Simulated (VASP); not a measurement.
# TiClF (P-6m2) in VASP: further runs, part 3 of 3

VASP 6.6.1.

**5. Single point, PBE, collinear spin**

File INCAR:

```
PREC = Accurate ; ENCUT = 520
EDIFF = 1E-7 ; ISMEAR = 0
SIGMA = 0.1 ; LREAL = F
LASPH = T ; NELM = 150
ALGO = Normal ; ISIF = 2
LWAVE = F ; LCHARG = F
ISPIN = 2 ; MAGMOM = 1.48 0 0
LORBIT = 11 ; LMAXMIX = 4
GGA = PE ; NBANDS = 24
```

File KPOINTS:

```
regular mesh
0
Gamma
  12 12 14
```

File POSCAR:

```
TiClF
1.0
    4.1444508219      0.0000000000      0.0000000000
   -2.0722254109      3.5891996965      0.0000000000
    0.0000000000      0.0000000000      3.2340015241
Ti Cl F
1 1 1
Direct
    0.3333333333      0.6666666667      0.5000000000
    0.0000000000      0.0000000000      0.5000000000
    0.6666666667      0.3333333333      0.0000000000
```

Potentials or basis: VASP PAW PBE potentials, release 64 (Ti_sv, Cl, F).

Run with:

```
$ cat potpaw_PBE.64/Ti_sv/POTCAR potpaw_PBE.64/Cl/POTCAR potpaw_PBE.64/F/POTCAR > POTCAR
$ mpirun -np 1 vasp_std > vasp.out
```

OUTCAR:

```text
PREC = Accurate
   ENCUT = 520
   EDIFF = 1E-7
   ISMEAR = 0
   LREAL = F
   LASPH = T
   NELM = 150
   ISIF = 2
   ISPIN = 2
   LORBIT = 11
   GGA = PE

 ion  position               nearest neighbor table
   1  0.333  0.667  0.500-   2 2.39   2 2.39   2 2.39
   2  0.000  0.000  0.500-   1 2.39   1 2.39   1 2.39
   3  0.667  0.333  0.000-

  LATTYP: Found a hexagonal cell.
 ALAT       =     4.1444508219
 C/A-ratio  =     0.7803208828

  Lattice vectors:

 A1 = (   4.1444508219,   0.0000000000,   0.0000000000)
 A2 = (  -2.0722254109,   3.5891996965,   0.0000000000)
 A3 = (   0.0000000000,   0.0000000000,   3.2340015241)

Analysis of symmetry for initial positions (statically):
=====================================================================
 Subroutine PRICEL returns:
 Original cell was already a primitive cell.

 Routine SETGRP: Setting up the symmetry group for a
 hexagonal supercell.

 Subroutine GETGRP returns: Found 12 space group operations
 (whereof 12 operations were pure point group operations)
 out of a pool of 24 trial point group operations.

The static configuration has the point symmetry D_3h.

Analysis of symmetry for dynamics (positions and initial velocities):
=====================================================================
 Subroutine PRICEL returns:
 Original cell was already a primitive cell.

 Routine SETGRP: Setting up the symmetry group for a
 hexagonal supercell.

 Subroutine GETGRP returns: Found 12 space group operations
 (whereof 12 operations were pure point group operations)
 out of a pool of 24 trial point group operations.

The dynamic configuration has the point symmetry D_3h.

Analysis of structural, dynamic, and magnetic symmetry:
=====================================================================
 Subroutine PRICEL returns:
 Original cell was already a primitive cell.

 Routine SETGRP: Setting up the symmetry group for a
 hexagonal supercell.

 Subroutine GETGRP returns: Found 12 space group operations
 (whereof 12 operations were pure point group operations)
 out of a pool of 24 trial point group operations.

The overall configuration has the point symmetry D_3h.

 Subroutine INISYM returns: Found 12 space group operations
 (whereof 12 operations are pure point group operations),
 and found     1 'primitive' translations

----------------------------------------------------------------------------------------

                                     Primitive cell

  volume of cell :      48.1066

  direct lattice vectors                    reciprocal lattice vectors
     4.144450822  0.000000000  0.000000000     0.241286492  0.139306821  0.000000000
    -2.072225411  3.589199697  0.000000000     0.000000000  0.278613642  0.000000000
     0.000000000  0.000000000  3.234001524     0.000000000  0.000000000  0.309214449

  length of vectors
     4.144450822  4.144450822  3.234001524     0.278613642  0.278613642  0.309214449

  position of ions in fractional coordinates (direct lattice)
     0.333333333  0.666666667  0.500000000
     0.000000000  0.000000000  0.500000000
     0.666666667  0.333333333  0.000000000

  ion indices of the primitive-cell ions
[... 64 lines left out ...]
   NGX,Y,Z   is equivalent  to a cutoff of  12.84, 12.84, 12.34 a.u.
   NGXF,Y,Z  is equivalent  to a cutoff of  25.67, 25.67, 24.67 a.u.
 SYSTEM =  unknown system
   PREC   = accura    normal or accurate (medium, high low for compatibility)
   ISTART =      0    job   : 0-new  1-cont  2-samecut
   ICHARG =      2    charge: 1-file 2-atom 10-const
   ISPIN  =      2    spin polarized calculation?
   LNONCOLLINEAR =      F non collinear calculations
   LSORBIT =      F    spin-orbit coupling
   LASPH  =      T    aspherical Exc in radial PAW
   ENCUT  =  520.0 eV  38.22 Ry    6.18 a.u.   7.71  7.71  6.01*2*pi/ulx,y,z
   NELM   =    150;   NELMIN=  2; NELMDL= -5     # of ELM steps
   EDIFF  = 0.1E-06   stopping-criterion for ELM
   LREAL  =      F    real-space projection
   EDIFFG = 0.1E-05   stopping-criterion for IOM
   NSW    =      0    number of steps for IOM
   IBRION =     -1    ionic relax: 0-MD 1-quasi-New 2-CG
   NFREE  =      0    steps in history (QN), initial steepest desc. (CG)
   ISIF   =      2    stress and relaxation
   ISYM   =      2    0-nonsym 1-usesym 2-fastsym
   POTIM  = 0.5000    time-step for ionic-motion
   TEBEG  =    0.0;   TEEND  =   0.0 temperature during run
   PSTRESS=    0.0 pullay stress
   NELECT =      26.0000    total number of electrons
   NUPDOWN=      -1.0000    fix difference up-down
   EMIN   =  10.00;   EMAX   =-10.00  energy-range for DOS
   EFERMI =   0.00;   METHOD = LEGACY
   ISMEAR =     0;   SIGMA  =   0.10  broadening in eV -4-tet -1-fermi 0-gaus
   EFERMI_NEDOS =   21; number of points for ismear=-14 and -15
   IALGO  =     38    algorithm
   IMIX   =      4    mixing-type and parameters
     AMIX     =   0.40;   BMIX     =  1.00
     AMIX_MAG =   1.60;   BMIX_MAG =  1.00
  volume/ion in A,a.u.               =      16.04       108.21
  Fermi-wavevector in a.u.,A,eV,Ry     =   1.333514  2.519977 24.194701  1.778260
  Thomas-Fermi vector in A             =   2.462367
   LORBIT       =     11    0 simple, 1 ext, 2 COOP (PROOUT), +10 PAW based schemes
   GGA     = PE    functional components
   LHFCALC =     F    Hartree Fock is set to
   AEXX    =    0.0000 exact exchange contribution
   IVDW    =     0    specifies the selected vdW correction
   LEPSILON=     F    determine dielectric tensor
   LRPA    =     F    only Hartree local field effects (RPA)
 spin polarized calculation
 Gauss-broadening in eV      SIGMA  =   0.10
  energy-cutoff  :      520.00
  volume of cell :       48.11
 maximum number of plane-waves:      1315
 NGX is ok and might be reduce to    32
   NGX = 15   NGY = 15   NGZ = 13

 number of electron      26.0000005 magnetization       1.4303143

 Free energy of the ion-electron system (eV)
  ---------------------------------------------------
  ext. energy  EPLUGINS =         0.00000000
  ---------------------------------------------------
  free energy    TOTEN  =       -15.37007114 eV

  energy without entropy =      -15.35188518  energy(sigma->0) =      -15.36097816

 E-fermi :   5.8725     XC(G=0): -10.2154

 val. band max:        5.8722334214   @ k =   0.3333   0.3333   0.5000
 cond. band min:       5.8765748688   @ k =   0.3333   0.2500   0.5000
 fundamental gap:      0.0043414474
 Fermi energy:         5.8724500778

 spin component 1

 k-point     1 :       0.0000    0.0000    0.0000
  band No.  band energies     occupation
      1     -52.6079      1.00000
      2     -28.9887      1.00000
      3     -28.9887      1.00000
      4     -28.6055      1.00000
      5     -16.9065      1.00000
      6     -11.6562      1.00000
[... 637 lines left out ...]
     23      18.1929      0.00000
     24      19.0389      0.00000

 [... further k-points ...]

 spin component 2

 k-point     1 :       0.0000    0.0000    0.0000
  band No.  band energies     occupation
      1     -51.4727      1.00000
      2     -27.9084      1.00000
      3     -27.9084      1.00000
      4     -27.3584      1.00000
      5     -16.8363      1.00000
      6     -11.6540      1.00000
[... 637 lines left out ...]
     23      18.4039      0.00000
     24      19.3981      0.00000

 [... further k-points ...]
[... 5 lines left out ...]
  --------------------------------------------------------------------------------------
  -------------------------------------------------------------------------------------
  Total       -0.1290131     -0.1290131     -1.0923858     -0.0000000      0.0000000      0.0000000
  in kB       -4.2967460     -4.2967460    -36.3815998     -0.0000000      0.0000000      0.0000000
  external PRESSURE =     -14.9916973 kB  Pullay stress =       0.0000000 kB

 VOLUME and BASIS-vectors are now :
 -----------------------------------------------------------------------------
  energy-cutoff  :      520.00
  volume of cell :       48.11
      direct lattice vectors                 reciprocal lattice vectors
     4.144450822  0.000000000  0.000000000     0.241286492  0.139306821  0.000000000
    -2.072225411  3.589199697  0.000000000     0.000000000  0.278613642  0.000000000
     0.000000000  0.000000000  3.234001524     0.000000000  0.000000000  0.309214449

 POSITION                                       TOTAL-FORCE (eV/Angst)
 -----------------------------------------------------------------------------------
     -0.00000      2.39280      1.61700        -0.000000      0.000000      0.000000
      0.00000      0.00000      1.61700        -0.000000      0.000000      0.000000
      2.07223      1.19640      0.00000         0.000000     -0.000000      0.000000
 -----------------------------------------------------------------------------------
    total drift:                               -0.000001      0.000001     -0.000000

  FREE ENERGIE OF THE ION-ELECTRON SYSTEM (eV)
  ---------------------------------------------------
  free  energy   TOTEN  =       -15.3700711397 eV

  energy  without entropy=      -15.3518851773  energy(sigma->0) =      -15.36097816

 total charge

# of ion       s       p       d       tot
------------------------------------------
    1        2.127   6.041   1.903  10.071
    2        1.601   3.583   0.000   5.184
    3        1.744   4.280   0.000   6.024
--------------------------------------------------
tot          5.472  13.904   1.903  21.279

 magnetization (x)

# of ion       s       p       d       tot
------------------------------------------
    1        0.017   0.012   1.108   1.136
    2       -0.002  -0.042   0.000  -0.043
    3        0.004   0.032   0.000   0.037
--------------------------------------------------
tot          0.020   0.002   1.108   1.129
```

OSZICAR:

```text
N       E                     dE             d eps       ncg     rms          rms(c)
DAV:   1     0.274779557973E+03    0.27478E+03   -0.12867E+04 14592   0.115E+03
DAV:   2     0.776853226221E+01   -0.26701E+03   -0.25168E+03 15664   0.350E+02
[... 12 lines left out ...]
DAV:  15    -0.153700607679E+02   -0.49155E-05   -0.95886E-06 17216   0.166E-02    0.112E-02
DAV:  16    -0.153700654814E+02   -0.47136E-05   -0.89848E-06 16560   0.135E-02    0.862E-03
DAV:  17    -0.153700700304E+02   -0.45490E-05   -0.28740E-05 15872   0.226E-02    0.395E-03
DAV:  18    -0.153700708390E+02   -0.80856E-06   -0.85100E-06 18168   0.130E-02    0.249E-03
DAV:  19    -0.153700711555E+02   -0.31650E-06   -0.95245E-07 16776   0.528E-03    0.105E-03
DAV:  20    -0.153700711397E+02    0.15771E-07   -0.13278E-07 13688   0.220E-03
   1 F= -.15370071E+02 E0= -.15360978E+02  d E =-.181860E-01  mag=     1.4305
```

It took 6.1 min on 1 thread of Intel Xeon 6975P-C (Granite Rapids), shared host; peak memory 0.36 GiB.

What came out:

* Free energy: -15.3701 eV
* Pressure: -1.5 GPa
* Net moment: 1.43 μB per cell
* Site moments: Ti +1.14; Cl -0.04; F +0.04 μB
* Valence electrons inside the program's atomic spheres: Ti 10.07; Cl 5.18; F 6.02

Stress tensor (GPa, compression positive):
```
-0.43  0.00  0.00
 0.00 -0.43  0.00
 0.00  0.00 -3.64
```

Levels at points of the mesh, in eV from the Fermi level:
Spin up:
```
           k point  band 11  band 12  band 13  band 14  band 15  band 16  band 17  band 18
(0.00, 0.00, 0.00)    -4.00    -2.83    -1.79     0.29     0.29     1.74     1.74     1.99
(0.50, 0.00, 0.00)    -3.88    -3.47    -1.18    -0.43     0.20     0.52     0.90     4.51
(0.00, 0.00, 0.50)    -4.33    -4.33    -0.55    -0.55     1.08     1.79     1.79     4.27
(0.50, 0.00, 0.50)    -4.03    -3.66    -0.24    -0.04     0.08     0.24     1.55     3.24
```
Spin down:
| k point | band 8 | band 9 | band 10 | band 11 | band 12 | band 13 | band 14 | band 15 | band 16 | band 17 |
| --- | --- | --- | --- | --- | --- | --- | --- | --- | --- | --- |
| (0.00, 0.00, 0.00) | -6.68 | -4.51 | -3.91 | -3.91 | -2.81 | -0.79 | 1.58 | 1.58 | 2.59 | 2.61 |
| (0.50, 0.00, 0.00) | -6.48 | -4.22 | -4.18 | -3.74 | -3.43 | -0.21 | 0.42 | 1.35 | 1.47 | 2.11 |
| (0.00, 0.00, 0.50) | -6.05 | -6.05 | -4.69 | -4.23 | -4.23 | 0.63 | 0.63 | 2.02 | 2.64 | 2.64 |
| (0.50, 0.00, 0.50) | -6.80 | -5.62 | -4.46 | -3.92 | -3.57 | 0.89 | 0.94 | 1.08 | 1.12 | 2.51 |

Caveat: semilocal functionals often make such compounds metallic where correlation or magnetic order opens a gap, which also shifts bond lengths.

**6. The runs side by side**

```csv
task,cell,k mesh,cutoff (eV),gap on the mesh (eV),pressure (GPa),moment (μB)
single point,"a = 4.135, b = 4.135, c = 3.253 Å, angles 90.0, 90.0, 120.0°, 3 atoms",6 × 6 × 6,520,none,-2.1,0.97
single point,"a = 4.303, b = 4.303, c = 3.450 Å, angles 90.0, 90.0, 120.0°, 3 atoms",6 × 6 × 6,520,none,-7.0,2.00
relaxation of cell and atoms,"relaxed from a = 4.303, b = 4.303, c = 3.450 Å, angles 90.0, 90.0, 120.0°, 3 atoms",6 × 6 × 6,600,none,-0.1,0.93
single point,"a = 4.144, b = 4.144, c = 3.234 Å, angles 90.0, 90.0, 120.0°, 3 atoms",12 × 12 × 14,520,none,-1.5,1.43
```

Alike in all rows: level PBE; potentials or basis VASP PAW PBE potentials, release 64 (Ti_sv, Cl, F); spin collinear; smearing gaussian 0.1 eV.

Caveats: semilocal functionals often make such compounds metallic where correlation or magnetic order opens a gap, which also shifts bond lengths; the stress differs along the axes, from -6 to -0 GPa (at least some runs); the cell stands under tension (at least some runs).

Absolute energies hang on the potentials; compare differences alone.

The gap in the log of VASP goes by the Fermi energy; the results here count the filled bands.